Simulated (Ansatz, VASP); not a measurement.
Two plane-wave programs on Si4Ge

Contents of INCAR:

```
PREC = Accurate
ENCUT = 600
EDIFF = 1E-7
ISMEAR = 0
SIGMA = 0.2
LREAL = F
LASPH = T
NELM = 100
ALGO = Normal
ISIF = 3
LWAVE = F
LCHARG = F
GGA = PE
IBRION = 2
NSW = 36
EDIFFG = -0.08
```

Contents of KPOINTS:

```
regular mesh
0
Gamma
  4 4 4
```

File POSCAR:

```
Si4Ge
1.0
   -4.3250000000      4.3250000000      2.7350000000
    4.3250000000     -4.3250000000      2.7350000000
    4.3250000000      4.3250000000     -2.7350000000
Si Ge
8 2
Direct
    0.3500000000      0.4500000000      0.3000000000
    0.2000000000      0.4000000000      0.6000000000
    0.4000000000      0.8000000000      0.2000000000
    0.8000000000      0.6000000000      0.4000000000
    0.5500000000      0.8500000000      0.9000000000
    0.6000000000      0.2000000000      0.8000000000
    0.9500000000      0.6500000000      0.1000000000
    0.1500000000      0.0500000000      0.7000000000
    0.7500000000      0.2500000000      0.5000000000
    0.0000000000      0.0000000000      0.0000000000
```

Input for Ansatz:

```yaml
crystal:
  lattice:
    - [-4.325, 4.325, 2.735]
    - [4.325, -4.325, 2.735]
    - [4.325, 4.325, -2.735]
  atoms:
    - { symbol: Si, position: [0.35, 0.45, 0.3] }
    - { symbol: Si, position: [0.2, 0.4, 0.6] }
    - { symbol: Si, position: [0.4, 0.8, 0.2] }
    - { symbol: Si, position: [0.8, 0.6, 0.4] }
    - { symbol: Si, position: [0.55, 0.85, 0.9] }
    - { symbol: Si, position: [0.6, 0.2, 0.8] }
    - { symbol: Si, position: [0.95, 0.65, 0.1] }
    - { symbol: Si, position: [0.15, 0.05, 0.7] }
    - { symbol: Ge, position: [0.75, 0.25, 0.5] }
    - { symbol: Ge, position: [0.0, 0.0, 0.0] }
basis:
  ecutwfc: 420
kpoints:
  mp_grid: { grid: [4, 4, 4] }
hamiltonian:
  xc: pbe
scf:
  occupations: { method: gaussian, width: 0.2 }
  lower_state_search: "off"
output:
  forces: true
  stress: true
  eigenvalues: true
relax:
  adjacent_minimum: "off"
  f_tol: 0.08
  max_steps: 16
  cell: { stress_tol: 0.8 }
```

Alike in both runs: task relaxation of cell and atoms; functional PBE; k mesh 4 × 4 × 4; occupations gaussian, width 0.2 eV; no spin polarisation.

|  | VASP | Ansatz |
| --- | --- | --- |
| version | VASP 6.6.1 | Ansatz 0.2.0 |
| potentials or method | VASP PAW PBE potentials, release 64 (Si, Ge_d), cutoff 600 eV | scalar-relativistic, plane waves, PAW |
| valence electrons in the cell | 60 | 60 |

VASP gave:

* gap on the k mesh at the Fermi level, each at its own relaxed structure (eV): 0.75
* relaxed volume (Å³/atom): 21.02
* relaxed cell length with the largest relative difference (Å): 6.760

Task: What did Ansatz give for the same quantities?

Result: gap on the k mesh at the Fermi level, each at its own relaxed structure (eV): 0.75; relaxed volume (Å³/atom): 20.91; relaxed cell length with the largest relative difference (Å): 6.748.
